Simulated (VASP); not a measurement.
Wanted: the native input for a VASP 6.6.1 run.

```yaml
Task: single point
Functional: PBEsol
Potentials_or_basis: VASP PAW PBE potentials, release 64 (Mg, O)
Cutoff: 600 eV
k_mesh: 8 × 8 × 8
Occupations: gaussian, width 0.01 eV
Spin: no spin polarisation
Dipole_correction: no
Further_INCAR_settings: ALGO = Normal; EDIFF = 1e-06; NBANDS = 11
```

The structure of MgO (Periclase) lies in POSCAR:

```
MgO
1.0
    0.0000000000      2.1085000000      2.1085000000
    2.1085000000      0.0000000000      2.1085000000
    2.1085000000      2.1085000000      0.0000000000
Mg O
1 1
Direct
    0.0000000000      0.0000000000      0.0000000000
    0.5000000000      0.5000000000      0.5000000000
```

The input as run:

INCAR

```
  ALGO = Normal
  EDIFF = 1E-6
  ENCUT = 600
  GGA = PS
  GGA_COMPAT = False
  ISIF = 2
  ISMEAR = 0
  LASPH = True
  LCHARG = False
  LREAL = False
  LWAVE = False
  NBANDS = 11
  NELM = 120
  PREC = Accurate
  SIGMA = 0.01
```

KPOINTS

```
k-points
0
Gamma
  8 8 8
```

Potentials or basis: VASP PAW PBE potentials, release 64 (Mg, O).

Launch:

```console
$ cat potpaw_PBE.64/Mg/POTCAR potpaw_PBE.64/O/POTCAR > POTCAR
$ mpirun -np 1 vasp_std > vasp.out
```

It gave:

```yaml
Pressure: -1.0 GPa
Band_gap_on_the_k_mesh: 4.60 eV, direct
```

Caveat: the PAW data sets were made with another functional, which shifts forces and pressure a little.

Run time: 5.5 s on 1 thread of AMD EPYC 7R13 Processor (Zen 3) (shared host), peak memory 0.11 GiB.
